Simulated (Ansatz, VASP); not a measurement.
## One calculation of TiO2, two programs

The input POSCAR:

```
TiO2
1.0
    4.4134690102      0.0000000000      0.0000000000
    0.0000000000      4.4134690102      0.0000000000
    0.0000000000      0.0000000000      2.8731688202
Ti O
2 4
Direct
    0.0000000000      0.0000000000      0.0000000000
    0.5000000000      0.5000000000      0.5000000000
    0.3051400959      0.3051400959      0.0000000000
    0.1948599041      0.8051400959      0.5000000000
    0.6948599041      0.6948599041      0.0000000000
    0.8051400959      0.1948599041      0.5000000000
```

Contents of INCAR.step1:

```
  ALGO = Normal
  EDIFF = 1E-4
  ENCUT = 520
  GGA = PE
  ISMEAR = 0
  LASPH = True
  LCHARG = False
  LDAU = True
  LDAUJ = 0 0
  LDAUL = 2 -1
  LDAUTYPE = 2
  LDAUU = 4 0
  LMAXMIX = 4
  LREAL = False
  LWAVE = True
  NBANDS = 33
  NELM = 150
  PREC = Accurate
  SIGMA = 0.05
```

INCAR.step2

```
  ALGO = Normal
  EDIFF = 1E-7
  ENCUT = 520
  ISIF = 2
  ISMEAR = 0
  ISTART = 1
  LASPH = True
  LCHARG = False
  LDAU = True
  LDAUJ = 0 0
  LDAUL = 2 -1
  LDAUPRINT = 1
  LDAUTYPE = 2
  LDAUU = 4 0
  LMAXMIX = 4
  LMIXTAU = True
  LREAL = False
  LWAVE = False
  METAGGA = R2SCAN
  NBANDS = 33
  NELM = 150
  PREC = Accurate
  SIGMA = 0.05
```

Contents of KPOINTS:

```
k-points
0
Gamma
  6 6 8
```

Input for Ansatz:

```yaml
crystal:
  lattice:
    - [4.4134690102, 0.0, 0.0]
    - [0.0, 4.4134690102, 0.0]
    - [0.0, 0.0, 2.8731688202]
  atoms:
    - { symbol: Ti, position: [0.0, 0.0, 0.0] }
    - { symbol: Ti, position: [0.5, 0.5, 0.5] }
    - { symbol: O, position: [0.3051400959, 0.3051400959, 0.0] }
    - { symbol: O, position: [0.1948599041, 0.8051400959, 0.5] }
    - { symbol: O, position: [0.6948599041, 0.6948599041, 0.0] }
    - { symbol: O, position: [0.8051400959, 0.1948599041, 0.5] }
basis:
  ecutwfc: 500
kpoints:
  mp_grid: { grid: [6, 6, 8] }
hamiltonian:
  xc: r2scan
  hubbard: { sites: [{ species: Ti, l: d, u_eff: 4.0 }] }
scf:
  occupations: { method: gaussian, width: 0.05 }
output:
  forces: true
  stress: true
  eigenvalues: true
```

Change from the starting cell: strain -0.040 along x and y, -0.040 along z, atoms carried along.

Alike in both runs: task single point; functional r2SCAN; k mesh 6 × 6 × 8; occupations gaussian, width 0.05 eV; no spin polarisation; Hubbard terms Ti d U = 4.0 eV.

|  | VASP | Ansatz |
| --- | --- | --- |
| version | VASP 6.6.1 | Ansatz 0.2.0 |
| potentials or method | VASP PAW PBE potentials, release 64 (Ti_sv, O), cutoff 520 eV | scalar-relativistic, plane waves, PAW |
| valence electrons in the cell | 48 | 48 |

Ansatz gave:

```
gap on the k mesh at the Fermi level (eV)                     : 3.08
least direct gap on the mesh (eV)                             : 3.08
pressure (GPa)                                                : 39.0
traceless stress, the component that is largest in VASP (GPa) : 6.35
rms of the force components (eV/Å)                            : 0.306
```

**Question.** Which values does VASP return?

**Answer.** gap on the k mesh at the Fermi level (eV): 3.14; least direct gap on the mesh (eV): 3.14; pressure (GPa): 46.3; traceless stress, the component that is largest in VASP (GPa): 7.74; rms of the force components (eV/Å): 0.387.

VASP's potentials were made for PBE, not for r2SCAN. The programs project onto different local orbitals, so the same U acts differently, and such runs can settle in different states. Atom by atom the forces differ by 0.081 eV/Å (rms over components). The pressures are high and differ by over a tenth, so treat them with care.
